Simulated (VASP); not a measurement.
Set up this calculation in VASP 6.6.1, as the native input.

* Task: single point
* Functional: PBEsol
* Potentials or basis: VASP PAW PBE potentials, release 64 (Mo_sv, Te)
* Cutoff: 520 eV
* k mesh: 4 × 4 × 4
* Occupations: fermi-dirac, width 0.02 eV
* Spin: collinear spin
* Starting moments: [1.36, -0.01, -0.01] μB
* Dipole correction: no
* Further INCAR settings: ALGO = Normal; EDIFF = 1e-07; NBANDS = 24

The structure of Te2Mo lies in POSCAR:

```
Te2Mo
1.0
    0.0000000000      3.3148317929      3.3148317929
    3.3148317929      0.0000000000      3.3148317929
    3.3148317929      3.3148317929      0.0000000000
Mo Te
1 2
Direct
    0.0000000000      0.0000000000      0.0000000000
    0.2500000000      0.2500000000      0.2500000000
    0.7500000000      0.7500000000      0.7500000000
```

The input as run:

INCAR

```
PREC = Accurate
ENCUT = 520
EDIFF = 1E-7
ISMEAR = -1
SIGMA = 0.02
LREAL = F
LASPH = T
NELM = 150
ALGO = Normal
ISIF = 2
LWAVE = F
LCHARG = T
ISPIN = 2
MAGMOM = 1.36 -0.01 -0.01
LORBIT = 11
LMAXMIX = 4
GGA = PS
LELF = T
LVHAR = T
NBANDS = 24
```

KPOINTS

```
regular mesh
0
Gamma
  4 4 4
```

Potentials or basis: VASP PAW PBE potentials, release 64 (Mo_sv, Te).

Command:

```console
$ cat potpaw_PBE.64/Mo_sv/POTCAR potpaw_PBE.64/Te/POTCAR > POTCAR
$ mpirun -np 1 vasp_std > vasp.out
```

It gave:

- Pressure: 0.9 GPa
- Net moment: 1.62 μB per cell
- Site moments: Mo +1.32; Te -0.02 μB
- Valence electrons inside the program's atomic spheres: Mo 12.32; Te 3.39

Caveat: the k points lie up to 0.41 Å⁻¹ apart; the structure was generated, so it needn't be the stable form of Te2Mo; the PAW data sets were made with another functional, which shifts forces and pressure a little.

It took 80 s on 1 thread of AMD EPYC 7571, on a shared host, peak memory 0.21 GiB.
